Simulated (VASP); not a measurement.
Be6S, 7 atoms in the cell. It takes space group P31m (No. 157, trigonal). Conventional cell: a = 3.936 Å, b = 3.936 Å, c = 5.861 Å, α = 90.00°, β = 90.00°, γ = 120.00°. Within 3.0 Å of Be (site symmetry 3m) lie 1 S at 2.27 Å and 9 Be at 2.31 to 2.57 Å. Within 2.7 Å of Be (site symmetry m) lie 1 S at 2.05 Å and 9 Be at 2.11 to 2.57 Å. Be (site symmetry 3) has 9 Be at 2.11 to 2.31 Å within 2.8 Å. S (site symmetry 3m) has 4 Be at 2.05 to 2.27 Å within 2.7 Å. 

- Program: VASP 6.6.1
- Task: single point
- Functional: PBE
- Potentials or basis: VASP PAW PBE potentials, release 64 (Be, S)
- Cutoff: 520 eV
- k mesh: 6 × 6 × 4
- Occupations: gaussian, width 0.2 eV
- Spin: no spin polarisation
- Dipole correction: no
- Further INCAR settings: ALGO = Normal; EDIFF = 1e-07; NBANDS = 18

Potentials or basis: VASP PAW PBE potentials, release 64 (Be, S).

The run is started by

```sh
$ cat potpaw_PBE.64/Be/POTCAR potpaw_PBE.64/S/POTCAR > POTCAR
$ mpirun -np 1 vasp_std > vasp.out
```

Hardware: 1 thread of Intel(R) Xeon(R) 6975P-C (Granite Rapids), on a shared host.

**Question.** How long does it take, and how much memory?

**Answer.** Run time: 16 s on 1 thread of Intel(R) Xeon(R) 6975P-C (Granite Rapids), with other jobs on the host, peak memory 0.2 GiB. Counts: scf iterations 14, k points 24.
